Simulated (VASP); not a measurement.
NiPt, 2 atoms in the cell. The structure is tetragonal, space group P4/mmm (No. 123). The conventional cell has a = 2.746 Å, b = 2.746 Å, c = 3.625 Å, α = 90.00°, β = 90.00°, γ = 90.00°. Within 3.7 Å of Ni (site symmetry 4/mmm) lie 8 Pt at 2.66 Å and 6 Ni at 2.75 to 3.63 Å. Within 3.7 Å of Pt (site symmetry 4/mmm) lie 8 Ni at 2.66 Å and 6 Pt at 2.75 to 3.63 Å. 

* Program: VASP 6.6.1
* Task: single point
* Functional: LDA
* Potentials or basis: VASP PAW LDA potentials, release 64 (Ni, Pt)
* Cutoff: 520 eV
* k mesh: 11 × 11 × 8
* Occupations: fermi-dirac, width 0.1 eV
* Spin: collinear spin, ferromagnetic start
* Starting moments: [1.5, 0.6] μB
* Dipole correction: no
* Further INCAR settings: ALGO = Normal; EDIFF = 1e-06; NBANDS = 21

Potentials or basis: VASP PAW LDA potentials, release 64 (Ni, Pt).

The run is started by

```bash
$ cat potpaw_LDA.64/Ni/POTCAR potpaw_LDA.64/Pt/POTCAR > POTCAR
$ mpirun -np 1 vasp_std > vasp.out
```

Hardware: 1 thread of Intel(R) Xeon(R) Platinum 8259CL CPU @ 2.50GHz (Skylake/Cascade Lake) (shared host).

Problem. How long does it take, and how much memory?

Solution. Wall time 91 s on 1 thread of Intel(R) Xeon(R) Platinum 8259CL CPU @ 2.50GHz (Skylake/Cascade Lake), with other jobs on the host, peak memory 0.2 GiB. Counts: scf iterations 17, k points 105.
